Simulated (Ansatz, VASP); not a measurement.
# One calculation of C, two programs

```
C
1.0
     2.46466    0.00000    0.00000
    -1.23233    2.13446    0.00000
     0.00000    0.00000    3.57197
C
2
Cartesian
  0.0000 1.4630 0.0000
  1.2323 0.6715 0.0000
```

Change from the starting cell: mode 6 frozen in at +0.040 Å, equal normal strain along x, y and z +0.0000.

Alike in both runs: task single point; functional PBE; dispersion D3(BJ); k mesh 21 × 21 × 12; occupations gaussian, width 0.15 eV; no spin polarisation.

|  | VASP | Ansatz |
| --- | --- | --- |
| version | VASP 6.6.1 | Ansatz 0.2.0 |
| potentials or method | VASP PAW PBE potentials, release 64 (C), cutoff 520 eV | scalar-relativistic, plane waves, PAW |
| valence electrons in the cell | 8 | 8 |

Ansatz gave:

```
gap on the k mesh at the Fermi level (eV)                     : none
pressure (GPa)                                                : 3.0
traceless stress, the component that is largest in VASP (GPa) : 10.17
rms of the force components (eV/Å)                            : 2.716
```

Task: Which values does VASP return?

Result: gap on the k mesh at the Fermi level (eV): none; pressure (GPa): 3.4; traceless stress, the component that is largest in VASP (GPa): 10.52; rms of the force components (eV/Å): 2.720.

Atom by atom the forces differ by 0.004 eV/Å (rms over components). A gap of «none» marks a metal or a gap that the smearing closes.
